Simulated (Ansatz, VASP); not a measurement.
**CdS: VASP beside Ansatz**

```xyz
2
Lattice="0.0000 2.9527 2.9527 2.9527 0.0000 2.9527 2.9527 2.9527 0.0000" Properties=species:S:1:pos:R:3 pbc="T T T"
Cd    0.0000    0.0000    0.0000
S     4.4291    4.4291    4.4291
```

Change from the starting cell: volume scaled by 1.01.

Alike in both runs: task single point; functional PBE; k mesh 7 × 7 × 7; occupations fermi-dirac, width 0.02 eV; no spin polarisation.

|  | VASP | Ansatz |
| --- | --- | --- |
| version | VASP 6.6.1 | Ansatz 0.2.0 |
| potentials or method | VASP PAW PBE potentials, release 64 (Cd, S), cutoff 520 eV | all-electron LAPW, scalar-relativistic |

VASP gave:

| Item | Value |
| --- | --- |
| gap on the k mesh at the Fermi level (eV) | 1.07 |
| pressure (GPa) | 0.9 |

Problem. Estimate Ansatz's values.

Solution. gap on the k mesh at the Fermi level (eV): 1.06; pressure (GPa): 0.6.

Ansatz ran all-electron here, and VASP with PAW potentials.
